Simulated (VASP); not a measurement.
# CrC5 (F-43m) in VASP: single point with PBE

Aim: the single point of CrC5 with PBE.

All numbers are computed with VASP 6.6.1; they aren't measurements. Logs are shortened: lines on timing, memory, paths and dates and some standing lists are left out, and cuts for length are marked.

**1. The cell of the first run**

The structure is cubic, space group F-43m (No. 216). Conventional cell: a = 6.586 Å, b = 6.586 Å, c = 6.586 Å, α = 90.00°, β = 90.00°, γ = 90.00°. Within 2.5 Å of Cr (site symmetry -43m) lie 4 C at 1.92 Å. Within 2.0 Å of C (site symmetry 3m) lie 3 C at 1.53 Å and 1 Cr at 1.92 Å. Within 3.5 Å of C (site symmetry -43m) lie 12 C at 2.69 Å and 6 Cr at 3.29 Å.

The cell was built from a structure type or drawn by symmetry, and may not be a known phase.

**2. Single point, PBE, collinear spin**

INCAR reads:

```
PREC = Accurate
ENCUT = 520
EDIFF = 1E-6
ISMEAR = 0
SIGMA = 0.1
LREAL = F
LASPH = T
NELM = 150
ALGO = Normal
ISIF = 2
LWAVE = F
LCHARG = F
ISPIN = 2
MAGMOM = 1.22 0 0 0 0 -1.4
LORBIT = 11
LMAXMIX = 4
GGA = PE
NBANDS = 29
```

KPOINTS reads:

```
regular mesh
0
Gamma
  10 10 10
```

POSCAR reads:

```
CrC5
1.0
    0.0000000000      3.2931325816      3.2931325816
    3.2931325816      0.0000000000      3.2931325816
    3.2931325816      3.2931325816      0.0000000000
Cr C
1 5
Direct
    0.2500000000      0.2500000000      0.2500000000
    0.4178958419      0.7463124742      0.4178958419
    0.4178958419      0.4178958419      0.4178958419
    0.7463124742      0.4178958419      0.4178958419
    0.4178958419      0.4178958419      0.7463124742
    0.7500000000      0.7500000000      0.7500000000
```

Potentials or basis: VASP PAW PBE potentials, release 64 (Cr_pv, C).

On the command line:

```sh
$ cat potpaw_PBE.64/Cr_pv/POTCAR potpaw_PBE.64/C/POTCAR > POTCAR
$ mpirun -np 1 vasp_std > vasp.out
```

OUTCAR:

```text
PREC = Accurate
   ENCUT = 520
   EDIFF = 1E-6
   ISMEAR = 0
   LREAL = F
   LASPH = T
   NELM = 150
   ISIF = 2
   ISPIN = 2
   LORBIT = 11
   GGA = PE

 ion  position               nearest neighbor table
   1  0.250  0.250  0.250-   3 1.92   5 1.92   2 1.92   4 1.92
   2  0.418  0.746  0.418-   3 1.53   4 1.53   5 1.53   1 1.92
   3  0.418  0.418  0.418-   2 1.53   4 1.53   5 1.53   1 1.92
   4  0.746  0.418  0.418-   2 1.53   3 1.53   5 1.53   1 1.92
   5  0.418  0.418  0.746-   2 1.53   3 1.53   4 1.53   1 1.92
   6  0.750  0.750  0.750-

  LATTYP: Found a face centered cubic cell.
 ALAT       =     6.5862651632

  Lattice vectors:

 A1 = (   0.0000000000,   3.2931325816,   3.2931325816)
 A2 = (   3.2931325816,   0.0000000000,   3.2931325816)
 A3 = (   3.2931325816,   3.2931325816,   0.0000000000)

Analysis of symmetry for initial positions (statically):
=====================================================================
 Subroutine PRICEL returns:
 Original cell was already a primitive cell.

 Routine SETGRP: Setting up the symmetry group for a
 face centered cubic supercell.

 Subroutine GETGRP returns: Found 24 space group operations
 (whereof 24 operations were pure point group operations)
 out of a pool of 48 trial point group operations.

The static configuration has the point symmetry T_d .

Analysis of symmetry for dynamics (positions and initial velocities):
=====================================================================
 Subroutine PRICEL returns:
 Original cell was already a primitive cell.

 Routine SETGRP: Setting up the symmetry group for a
 face centered cubic supercell.

 Subroutine GETGRP returns: Found 24 space group operations
 (whereof 24 operations were pure point group operations)
 out of a pool of 48 trial point group operations.

The dynamic configuration has the point symmetry T_d .

Analysis of structural, dynamic, and magnetic symmetry:
=====================================================================
 Subroutine PRICEL returns:
 Original cell was already a primitive cell.

 Routine SETGRP: Setting up the symmetry group for a
 face centered cubic supercell.

 Subroutine GETGRP returns: Found 24 space group operations
 (whereof 24 operations were pure point group operations)
 out of a pool of 48 trial point group operations.

The overall configuration has the point symmetry T_d .

 Subroutine INISYM returns: Found 24 space group operations
 (whereof 24 operations are pure point group operations),
 and found     1 'primitive' translations

----------------------------------------------------------------------------------------

                                     Primitive cell

  volume of cell :      71.4262

  direct lattice vectors                    reciprocal lattice vectors
     0.000000000  3.293132582  3.293132582    -0.151831118  0.151831118  0.151831118
     3.293132582  0.000000000  3.293132582     0.151831118 -0.151831118  0.151831118
     3.293132582  3.293132582  0.000000000     0.151831118  0.151831118 -0.151831118

  length of vectors
     4.657192760  4.657192760  4.657192760     0.262979210  0.262979210  0.262979210

  position of ions in fractional coordinates (direct lattice)
     0.250000000  0.250000000  0.250000000
     0.417895842  0.746312474  0.417895842
     0.417895842  0.417895842  0.417895842
     0.746312474  0.417895842  0.417895842
     0.417895842  0.417895842  0.746312474
     0.750000000  0.750000000  0.750000000

  ion indices of the primitive-cell ions
   primitive index   ion index
                 1           1
                 2           2
                 3           3
                 4           4
                 5           5
                 6           6

----------------------------------------------------------------------------------------

 KPOINTS: regular mesh

Automatic generation of k-mesh.
 Grid dimensions read from file:
 generate k-points for:   10   10   10

 Generating k-lattice:

  Cartesian coordinates                     Fractional coordinates (reciprocal lattice)
    -0.015183112  0.015183112  0.015183112     0.100000000  0.000000000  0.000000000
     0.015183112 -0.015183112  0.015183112     0.000000000  0.100000000  0.000000000
     0.015183112  0.015183112 -0.015183112     0.000000000  0.000000000  0.100000000

  Length of vectors
     0.026297921  0.026297921  0.026297921

  Shift w.r.t. Gamma in fractional coordinates (k-lattice)
     0.000000000  0.000000000  0.000000000

 Subroutine IBZKPT returns following result:
 ===========================================

 Found     47 irreducible k-points:

 Following reciprocal coordinates:
            Coordinates               Weight
  0.000000  0.000000  0.000000      1.000000
  0.100000  0.000000  0.000000      8.000000
  0.200000  0.000000  0.000000      8.000000
  0.300000  0.000000  0.000000      8.000000
  0.400000  0.000000  0.000000      8.000000
  0.500000  0.000000  0.000000      4.000000
[... 16 lines left out ...]
  0.300000  0.300000  0.000000      6.000000
  0.400000  0.300000  0.000000     24.000000
 [... further k-points ...]
   k-points           NKPTS =     47   k-points in BZ     NKDIM =     47   number of bands    NBANDS=     29
   number of dos      NEDOS =    301   number of ions     NIONS =      6
   total plane-waves  NPLWV =  46656
   dimension x,y,z NGX =    36 NGY =   36 NGZ =   36
   dimension x,y,z NGXF=    72 NGYF=   72 NGZF=   72
   ions per type =               1   5
   NGX,Y,Z   is equivalent  to a cutoff of  12.85, 12.85, 12.85 a.u.
   NGXF,Y,Z  is equivalent  to a cutoff of  25.70, 25.70, 25.70 a.u.
 SYSTEM =  unknown system
   PREC   = accura    normal or accurate (medium, high low for compatibility)
   ISTART =      0    job   : 0-new  1-cont  2-samecut
   ICHARG =      2    charge: 1-file 2-atom 10-const
   ISPIN  =      2    spin polarized calculation?
   LNONCOLLINEAR =      F non collinear calculations
   LSORBIT =      F    spin-orbit coupling
   LASPH  =      T    aspherical Exc in radial PAW
   ENCUT  =  520.0 eV  38.22 Ry    6.18 a.u.   8.66  8.66  8.66*2*pi/ulx,y,z
   NELM   =    150;   NELMIN=  2; NELMDL= -5     # of ELM steps
   EDIFF  = 0.1E-05   stopping-criterion for ELM
   LREAL  =      F    real-space projection
[... 7 lines left out ...]
   TEBEG  =    0.0;   TEEND  =   0.0 temperature during run
   PSTRESS=    0.0 pullay stress
   NELECT =      32.0000    total number of electrons
   NUPDOWN=      -1.0000    fix difference up-down
   EMIN   =  10.00;   EMAX   =-10.00  energy-range for DOS
   EFERMI =   0.00;   METHOD = LEGACY
   ISMEAR =     0;   SIGMA  =   0.10  broadening in eV -4-tet -1-fermi 0-gaus
   EFERMI_NEDOS =   21; number of points for ismear=-14 and -15
   IALGO  =     38    algorithm
   IMIX   =      4    mixing-type and parameters
     AMIX     =   0.40;   BMIX     =  1.00
     AMIX_MAG =   1.60;   BMIX_MAG =  1.00
  volume/ion in A,a.u.               =      11.90        80.33
  Fermi-wavevector in a.u.,A,eV,Ry     =   1.252677  2.367215 21.350242  1.569199
  Thomas-Fermi vector in A             =   2.386566
   LORBIT       =     11    0 simple, 1 ext, 2 COOP (PROOUT), +10 PAW based schemes
   GGA     = PE    functional components
   LHFCALC =     F    Hartree Fock is set to
   AEXX    =    0.0000 exact exchange contribution
   IVDW    =     0    specifies the selected vdW correction
   LEPSILON=     F    determine dielectric tensor
   LRPA    =     F    only Hartree local field effects (RPA)
 spin polarized calculation
 Gauss-broadening in eV      SIGMA  =   0.10
  energy-cutoff  :      520.00
  volume of cell :       71.43
 maximum number of plane-waves:      1948
   NGX = 17   NGY = 17   NGZ = 17

 number of electron      31.9999999 magnetization      -0.2004030

 Free energy of the ion-electron system (eV)
  ---------------------------------------------------
  ext. energy  EPLUGINS =         0.00000000
  ---------------------------------------------------
  free energy    TOTEN  =       -41.22519553 eV

  energy without entropy =      -41.21600316  energy(sigma->0) =      -41.22059935

 E-fermi :   3.4040     XC(G=0):  -9.9359

 val. band max:        3.3841076133   @ k =   0.3000   0.2000   0.1000
 cond. band min:       3.4122034359   @ k =  -0.3000   0.1000   0.0000
 fundamental gap:      0.0280958227
 Fermi energy:         3.4039686052

 spin component 1

 k-point     1 :       0.0000    0.0000    0.0000
  band No.  band energies     occupation
      1     -40.5975      1.00000
      2     -40.5975      1.00000
      3     -40.5975      1.00000
      4     -16.9988      1.00000
      5      -5.7184      1.00000
      6      -5.7184      1.00000
[... 20 lines left out ...]
     27      11.3696      0.00000
[... 691 lines left out ...]
      6      -5.9231      1.00000
[... 20 lines left out ...]
     27      11.1185      0.00000
     28      13.7352      0.00000

 [... further k-points ...]

 spin component 2

 k-point     1 :       0.0000    0.0000    0.0000
  band No.  band energies     occupation
      1     -39.1981      1.00000
      2     -39.1981      1.00000
      3     -39.1981      1.00000
      4     -17.0914      1.00000
      5      -6.6533      1.00000
      6      -5.7611      1.00000
[... 20 lines left out ...]
     27      11.3141      0.00000
[... 691 lines left out ...]
      6      -6.0204      1.00000
[... 20 lines left out ...]
     27      11.2868      0.00000
     28      13.6900      0.00000

 [... further k-points ...]

 [bands above 28 left out]

------------------------ aborting loop because EDIFF is reached ----------------------------------------

  FORCE on cell =-STRESS in cart. coord.  units (eV):
  Direction    XX          YY          ZZ          XY          YZ          ZX
  --------------------------------------------------------------------------------------
  -------------------------------------------------------------------------------------
  Total        0.1285102      0.1285102      0.1285102      0.0000000     -0.0000000     -0.0000000
  in kB        2.8826403      2.8826403      2.8826403      0.0000000     -0.0000000     -0.0000000
  external PRESSURE =       2.8826403 kB  Pullay stress =       0.0000000 kB

 VOLUME and BASIS-vectors are now :
 -----------------------------------------------------------------------------
  energy-cutoff  :      520.00
  volume of cell :       71.43
      direct lattice vectors                 reciprocal lattice vectors
     0.000000000  3.293132582  3.293132582    -0.151831118  0.151831118  0.151831118
     3.293132582  0.000000000  3.293132582     0.151831118 -0.151831118  0.151831118
     3.293132582  3.293132582  0.000000000     0.151831118  0.151831118 -0.151831118

 POSITION                                       TOTAL-FORCE (eV/Angst)
 -----------------------------------------------------------------------------------
      1.64657      1.64657      1.64657        -0.000000      0.000000      0.000000
      3.83389      2.75237      3.83389         0.075295     -0.075295      0.075295
      2.75237      2.75237      2.75237        -0.075295     -0.075295     -0.075295
      2.75237      3.83389      3.83389        -0.075295      0.075295      0.075295
      3.83389      3.83389      2.75237         0.075295      0.075295     -0.075295
      4.93970      4.93970      4.93970         0.000000      0.000000      0.000000
 -----------------------------------------------------------------------------------
    total drift:                                0.000001      0.000001      0.000001

  FREE ENERGIE OF THE ION-ELECTRON SYSTEM (eV)
  ---------------------------------------------------
  free  energy   TOTEN  =       -41.2251955341 eV

  energy  without entropy=      -41.2160031648  energy(sigma->0) =      -41.22059935

 total charge

# of ion       s       p       d       tot
------------------------------------------
    1        0.444   6.381   4.218  11.043
    2        0.881   1.587   0.000   2.468
    3        0.881   1.587   0.000   2.468
    4        0.881   1.587   0.000   2.468
    5        0.881   1.587   0.000   2.468
    6        1.067   0.937   0.000   2.004
--------------------------------------------------
tot          5.035  13.665   4.218  22.918

 magnetization (x)

# of ion       s       p       d       tot
------------------------------------------
    1        0.008   0.018   1.352   1.379
    2       -0.012  -0.024   0.000  -0.036
    3       -0.012  -0.024   0.000  -0.036
    4       -0.012  -0.024   0.000  -0.036
    5       -0.012  -0.024   0.000  -0.036
    6       -0.028  -0.766   0.000  -0.795
--------------------------------------------------
tot         -0.068  -0.843   1.352   0.441
```

Wall time 2.4 min (1 thread of Intel Xeon Platinum 8488C (Sapphire Rapids), shared host); peak memory 0.33 GiB.

What came out:

```
Free energy                                           : -41.2252 eV
Pressure                                              : 0.3 GPa
Largest force                                         : 0.130 eV/Å
Net moment                                            : -0.20 μB per cell
Site moments                                          : Cr +1.38; C -0.04, -0.80 (each value once) μB
Valence electrons inside the program's atomic spheres : Cr 11.04; C 2.47, 2.00 (each value once)
```

Forces on the atoms (eV/Å):
```
Cr   0.000  0.000  0.000
C    0.075 -0.075  0.075
C   -0.075 -0.075 -0.075
C   -0.075  0.075  0.075
C    0.075  0.075 -0.075
C    0.000  0.000  0.000
```
